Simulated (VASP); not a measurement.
# BAs (F-43m) in VASP: further runs

BAs is run at these levels: PBE+D4, PBEsol, LDA; tasks: relaxation of cell and atoms.

All numbers are computed with VASP 6.6.1; they aren't measurements. Logs are shortened: lines on timing, memory, paths and dates and some standing lists are left out, and cuts for length are marked.

### 1 The cell of the first run

Symmetry: F-43m, No. 216, cubic system. Conventional cell: a = 4.777 Å, b = 4.777 Å, c = 4.777 Å, α = 90.00°, β = 90.00°, γ = 90.00°. B (site symmetry -43m) has 4 As at 2.07 Å within 2.7 Å. Within 2.7 Å of As (site symmetry -43m) lie 4 B at 2.07 Å.

### 2 Relaxation of cell and atoms, PBE+D4

The input, INCAR:

```
SYSTEM = BAs
PREC = Accurate
ENCUT = 600
EDIFF = 1E-6
ISMEAR = 0
SIGMA = 0.01
LREAL = .FALSE.
LASPH = .TRUE.
NELM = 80
ALGO = Normal
ISIF = 3
LWAVE = .FALSE.
LCHARG = .FALSE.
GGA = PE
IVDW = 13
IBRION = 2
NSW = 100
EDIFFG = -0.02
```

The input, KPOINTS:

```
Automatic mesh
0
G
  6 6 6
  0 0 0
```

The input, POSCAR:

```
BAs
1.0
    0.0000000000      2.3885000000      2.3885000000
    2.3885000000      0.0000000000      2.3885000000
    2.3885000000      2.3885000000      0.0000000000
B As
1 1
Direct
    0.0000000000      0.0000000000      0.0000000000
    0.2500000000      0.2500000000      0.2500000000
```

Potentials or basis: VASP PAW PBE potentials, release 64 (B, As).

Command:

```console
$ cat potpaw_PBE.64/B/POTCAR potpaw_PBE.64/As/POTCAR > POTCAR
$ mpirun -np 1 vasp_std > vasp.out
```

OUTCAR:

```text
SYSTEM = BAs
   PREC = Accurate
   ENCUT = 600
   EDIFF = 1E-6
   ISMEAR = 0
   LREAL = .FALSE.
   LASPH = .TRUE.
   NELM = 80
   ISIF = 3
   GGA = PE
   IVDW = 13
   IBRION = 2
   NSW = 100
   EDIFFG = -0.02

 ion  position               nearest neighbor table
   1  0.000  0.000  0.000-   2 2.07   2 2.07   2 2.07   2 2.07
   2  0.250  0.250  0.250-   1 2.07   1 2.07   1 2.07   1 2.07

  LATTYP: Found a face centered cubic cell.
 ALAT       =     4.7770000000

  Lattice vectors:

 A1 = (   0.0000000000,   2.3885000000,   2.3885000000)
 A2 = (   2.3885000000,   0.0000000000,   2.3885000000)
 A3 = (   2.3885000000,   2.3885000000,   0.0000000000)

Analysis of symmetry for initial positions (statically):
=====================================================================
 Subroutine PRICEL returns:
 Original cell was already a primitive cell.

 Routine SETGRP: Setting up the symmetry group for a
 face centered cubic supercell.

 Subroutine GETGRP returns: Found 24 space group operations
 (whereof 24 operations were pure point group operations)
 out of a pool of 48 trial point group operations.

The static configuration has the point symmetry T_d .

Analysis of symmetry for dynamics (positions and initial velocities):
=====================================================================
 Subroutine PRICEL returns:
 Original cell was already a primitive cell.

 Routine SETGRP: Setting up the symmetry group for a
 face centered cubic supercell.

 Subroutine GETGRP returns: Found 24 space group operations
 (whereof 24 operations were pure point group operations)
 out of a pool of 48 trial point group operations.

The dynamic configuration has the point symmetry T_d .

 Subroutine INISYM returns: Found 24 space group operations
 (whereof 24 operations are pure point group operations),
 and found     1 'primitive' translations

----------------------------------------------------------------------------------------

                                     Primitive cell

  volume of cell :      27.2525

  direct lattice vectors                    reciprocal lattice vectors
     0.000000000  2.388500000  2.388500000    -0.209336404  0.209336404  0.209336404
     2.388500000  0.000000000  2.388500000     0.209336404 -0.209336404  0.209336404
     2.388500000  2.388500000  0.000000000     0.209336404  0.209336404 -0.209336404

  length of vectors
     3.377849094  3.377849094  3.377849094     0.362581287  0.362581287  0.362581287

  position of ions in fractional coordinates (direct lattice)
     0.000000000  0.000000000  0.000000000
     0.250000000  0.250000000  0.250000000

  ion indices of the primitive-cell ions
   primitive index   ion index
                 1           1
                 2           2

----------------------------------------------------------------------------------------

 KPOINTS: Automatic mesh

Automatic generation of k-mesh.
 Grid dimensions read from file:
 generate k-points for:    6    6    6

 Generating k-lattice:

  Cartesian coordinates                     Fractional coordinates (reciprocal lattice)
    -0.034889401  0.034889401  0.034889401     0.166666667  0.000000000  0.000000000
     0.034889401 -0.034889401  0.034889401     0.000000000  0.166666667  0.000000000
     0.034889401  0.034889401 -0.034889401     0.000000000  0.000000000  0.166666667

  Length of vectors
     0.060430214  0.060430214  0.060430214

  Shift w.r.t. Gamma in fractional coordinates (k-lattice)
     0.000000000  0.000000000  0.000000000

 Subroutine IBZKPT returns following result:
 ===========================================

 Found     16 irreducible k-points:

 Following reciprocal coordinates:
            Coordinates               Weight
  0.000000  0.000000  0.000000      1.000000
  0.166667  0.000000  0.000000      8.000000
  0.333333  0.000000  0.000000      8.000000
  0.500000  0.000000  0.000000      4.000000
  0.166667  0.166667  0.000000      6.000000
  0.333333  0.166667  0.000000     24.000000
[... 8 lines left out ...]
 -0.333333  0.333333  0.166667     24.000000
 -0.333333  0.500000  0.166667     12.000000
   k-points           NKPTS =     16   k-points in BZ     NKDIM =     16   number of bands    NBANDS=      8
   number of dos      NEDOS =    301   number of ions     NIONS =      2
   total plane-waves  NPLWV =  21952
   dimension x,y,z NGX =    28 NGY =   28 NGZ =   28
   dimension x,y,z NGXF=    56 NGYF=   56 NGZF=   56
   ions per type =               1   1
   NGX,Y,Z   is equivalent  to a cutoff of  13.78, 13.78, 13.78 a.u.
   NGXF,Y,Z  is equivalent  to a cutoff of  27.56, 27.56, 27.56 a.u.
 SYSTEM =  BAs
   PREC   = accura    normal or accurate (medium, high low for compatibility)
   ISTART =      0    job   : 0-new  1-cont  2-samecut
   ICHARG =      2    charge: 1-file 2-atom 10-const
   ISPIN  =      1    spin polarized calculation?
   LNONCOLLINEAR =      F non collinear calculations
   LSORBIT =      F    spin-orbit coupling
   LASPH  =      T    aspherical Exc in radial PAW
   ENCUT  =  600.0 eV  44.10 Ry    6.64 a.u.   6.75  6.75  6.75*2*pi/ulx,y,z
   NELM   =     80;   NELMIN=  2; NELMDL= -5     # of ELM steps
   EDIFF  = 0.1E-05   stopping-criterion for ELM
   LREAL  =      F    real-space projection
   EDIFFG = -.2E-01   stopping-criterion for IOM
   NSW    =    100    number of steps for IOM
   IBRION =      2    ionic relax: 0-MD 1-quasi-New 2-CG
   NFREE  =      1    steps in history (QN), initial steepest desc. (CG)
   ISIF   =      3    stress and relaxation
   ISYM   =      2    0-nonsym 1-usesym 2-fastsym
   POTIM  = 0.5000    time-step for ionic-motion
   TEBEG  =    0.0;   TEEND  =   0.0 temperature during run
   PSTRESS=    0.0 pullay stress
   NELECT =       8.0000    total number of electrons
   NUPDOWN=      -1.0000    fix difference up-down
   EMIN   =  10.00;   EMAX   =-10.00  energy-range for DOS
   EFERMI =   0.00;   METHOD = LEGACY
   ISMEAR =     0;   SIGMA  =   0.01  broadening in eV -4-tet -1-fermi 0-gaus
   EFERMI_NEDOS =   21; number of points for ismear=-14 and -15
   IALGO  =     38    algorithm
   IMIX   =      4    mixing-type and parameters
     AMIX     =   0.40;   BMIX     =  1.00
     AMIX_MAG =   1.60;   BMIX_MAG =  1.00
  volume/ion in A,a.u.               =      13.63        91.95
  Fermi-wavevector in a.u.,A,eV,Ry     =   1.088018  2.056057 16.106360  1.183784
  Thomas-Fermi vector in A             =   2.224191
   LORBIT       =      0    0 simple, 1 ext, 2 COOP (PROOUT), +10 PAW based schemes
   GGA     = PE    functional components
   LHFCALC =     F    Hartree Fock is set to
   AEXX    =    0.0000 exact exchange contribution
   IVDW    =    13    specifies the selected vdW correction
   LEPSILON=     F    determine dielectric tensor
   LRPA    =     F    only Hartree local field effects (RPA)
 conjugate gradient relaxation of ions
 non-spin polarized calculation
 Gauss-broadening in eV      SIGMA  =   0.01
  energy-cutoff  :      600.00
  volume of cell :       27.25
 maximum number of plane-waves:       941
   NGX = 13   NGY = 13   NGZ = 13

--------------------------------------- Ionic step        1  -------------------------------------------

 number of electron       8.0000000 magnetization

 Free energy of the ion-electron system (eV)
  ---------------------------------------------------
  ext. energy  EPLUGINS =         0.00000000
  ---------------------------------------------------
  free energy    TOTEN  =       -11.38856728 eV

  energy without entropy =      -11.38856728  energy(sigma->0) =      -11.38856728

------------------------ aborting loop because EDIFF is reached ----------------------------------------

  DFT-D4 for vdW energy calculation

  Edisp (eV):   -0.75132

  FORCE on cell =-STRESS in cart. coord.  units (eV):
  Direction    XX          YY          ZZ          XY          YZ          ZX
  --------------------------------------------------------------------------------------
  -------------------------------------------------------------------------------------
  Total      -0.16045    -0.16045    -0.16045     0.00000     0.00000     0.00000
  in kB      -9.43280    -9.43280    -9.43280     0.00000     0.00000     0.00000
  external pressure =       -9.43 kB  Pullay stress =        0.00 kB

 VOLUME and BASIS-vectors are now :
 -----------------------------------------------------------------------------
  energy-cutoff  :      600.00
  volume of cell :       27.25
      direct lattice vectors                 reciprocal lattice vectors
     0.000000000  2.388500000  2.388500000    -0.209336404  0.209336404  0.209336404
     2.388500000  0.000000000  2.388500000     0.209336404 -0.209336404  0.209336404
     2.388500000  2.388500000  0.000000000     0.209336404  0.209336404 -0.209336404
[... 41 lines left out ...]
 POSITION                                       TOTAL-FORCE (eV/Angst)
 -----------------------------------------------------------------------------------
      0.00000      0.00000      0.00000         0.000000     -0.000000     -0.000000
      1.18963      1.18963      1.18963        -0.000000      0.000000      0.000000
 -----------------------------------------------------------------------------------
    total drift:                               -0.000000     -0.000000     -0.000000

  FREE ENERGIE OF THE ION-ELECTRON SYSTEM (eV)
  ---------------------------------------------------
  free  energy   TOTEN  =       -12.1401561207 eV

  energy  without entropy=      -12.1401561207  energy(sigma->0) =      -12.14015612

--------------------------------------- Ionic step        3  -------------------------------------------

 number of electron       8.0000000 magnetization

 Free energy of the ion-electron system (eV)
  ---------------------------------------------------
  ext. energy  EPLUGINS =         0.00000000
  ---------------------------------------------------
  free energy    TOTEN  =       -11.38400835 eV

  energy without entropy =      -11.38400835  energy(sigma->0) =      -11.38400835

 E-fermi :   6.2863     XC(G=0): -10.6105

 val. band max:        6.2072803419   @ k =   0.0000   0.0000   0.0000
 cond. band min:       7.4743535011   @ k =   0.3333   0.3333   0.0000
 fundamental gap:      1.2670731591
 Fermi energy:         6.2862801119

 k-point     1 :       0.0000    0.0000    0.0000
  band No.  band energies     occupation
      1      -9.2577      2.00000
      2       6.2073      2.00000
      3       6.2073      2.00000
      4       6.2073      2.00000
      5       9.4897      0.00000
      6       9.4897      0.00000
      7       9.4897      0.00000
      8      10.9816      0.00000

 k-point     2 :       0.1667    0.0000    0.0000
  band No.  band energies     occupation
      1      -8.8019      2.00000
      2       3.2372      2.00000
      3       5.5202      2.00000
      4       5.5202      2.00000
      5       9.5390      0.00000
      6      10.3826      0.00000
      7      10.3826      0.00000
      8      12.9175      0.00000
[... 178 lines left out ...]
 POSITION                                       TOTAL-FORCE (eV/Angst)
 -----------------------------------------------------------------------------------
      0.00000      0.00000      0.00000        -0.000000     -0.000000     -0.000000
      1.19155      1.19155      1.19155         0.000000      0.000000      0.000000
 -----------------------------------------------------------------------------------
    total drift:                               -0.000000     -0.000000     -0.000000

  FREE ENERGIE OF THE ION-ELECTRON SYSTEM (eV)
  ---------------------------------------------------
  free  energy   TOTEN  =       -12.1404252373 eV

  energy  without entropy=      -12.1404252373  energy(sigma->0) =      -12.14042524

 reached required accuracy - stopping structural energy minimisation
```

Wall time 29 s (1 thread of Intel Xeon 8259CL, shared host); peak memory 0.16 GiB.

What came out:

```
Free energy                            : -12.1404 eV
Relaxed volume                         : 13.53 Å³/atom
Relaxed cell                           : a = 3.370 Å, b = 3.370 Å, c = 3.370 Å, α = 60.00°, β = 60.00°, γ = 60.00°
Space group after relaxing (to 0.05 Å) : F-43m (No. 216)
Energy gained by relaxing              : 0.3 meV/atom
Ionic steps                            : 3
Pressure after relaxing                : 0.0 GPa
Band gap on the k mesh                 : 1.27 eV, indirect (least direct gap 3.28 eV)
Dispersion energy per atom             : -0.378 eV
```

Step by step:
```
step  energy change (eV)  largest force (eV/Å)  pressure (GPa)  volume (Å³)
   1              0.0000                0.0000           -0.94        27.25
   2             -0.0003                0.0000            0.70        26.94
   3             -0.0005                0.0000            0.00        27.07
```

Final structure:
```yaml
crystal:
  lattice:
    - [0.00000, 2.38309, 2.38309]
    - [2.38309, 0.00000, 2.38309]
    - [2.38309, 2.38309, 0.00000]
  atoms:
    - { symbol: B, position: [0.00000, 0.00000, 0.00000] }
    - { symbol: As, position: [0.25000, 0.25000, 0.25000] }
```

Levels at points of the mesh, in eV from the valence-band top:
```csv
k point,band 1,band 2,band 3,band 4,band 5,band 6,band 7,band 8
"(0.00, 0.00, 0.00)",-15.46,0.00,0.00,0.00,3.28,3.28,3.28,4.77
"(0.50, 0.00, 0.00)",-12.57,-8.84,-1.83,-1.83,2.73,4.79,4.79,8.88
"(0.50, 0.50, 0.00)",-11.24,-8.57,-4.11,-4.11,1.42,1.43,11.43,11.43
```

A k mesh can miss the band edges. As with any semilocal functional, this PBE gap is likely too small.

### 3 Relaxation of cell and atoms, PBEsol

The input, INCAR:

```
  ALGO = Normal
  EDIFF = 1E-6
  EDIFFG = -0.02
  ENCUT = 600
  GGA = PS
  IBRION = 2
  ISIF = 3
  ISMEAR = 0
  LASPH = True
  LCHARG = False
  LREAL = False
  LWAVE = False
  NELM = 60
  NSW = 100
  PREC = Accurate
  SIGMA = 0.01
```

The input, KPOINTS:

```
k-points
0
Gamma
  6 6 6
```

POSCAR is that of step 2.

Potentials or basis: VASP PAW PBE potentials, release 64 (B, As).

Command:

```console
$ cat potpaw_PBE.64/B/POTCAR potpaw_PBE.64/As/POTCAR > POTCAR
$ mpirun -np 1 vasp_std > vasp.out
```

Wall time 11 s (1 thread of Intel Xeon 8259CL, shared host); peak memory 0.15 GiB.

The run converged. Its results:

```yaml
Free_energy: -12.1851 eV
Pressure_after_relaxing: 0.1 GPa
Band_gap_on_the_k_mesh: 1.18 eV, indirect (least direct gap 3.24 eV)
```

Final structure:
```yaml
crystal:
  lattice:
    - [0.00000, 2.38850, 2.38850]
    - [2.38850, 0.00000, 2.38850]
    - [2.38850, 2.38850, 0.00000]
  atoms:
    - { symbol: B, position: [0.00000, 0.00000, 0.00000] }
    - { symbol: As, position: [0.25000, 0.25000, 0.25000] }
```

Levels at points of the mesh, in eV from the valence-band top:
```
           k point  band 2  band 3  band 4  band 5  band 6  band 7
(0.00, 0.00, 0.00)    0.00    0.00    0.00    3.24    3.24    3.24
(0.50, 0.00, 0.00)   -8.83   -1.83   -1.83    2.65    4.72    4.72
(0.50, 0.50, 0.00)   -8.53   -4.11   -4.11    1.31    1.33   11.34
```

Caveat: the relaxation stopped at its first step, so nothing moved; the PAW data sets were made with another functional, which shifts forces and pressure a little. As with any semilocal functional, this PBEsol gap is likely too small.

[end of part 1 of 2]
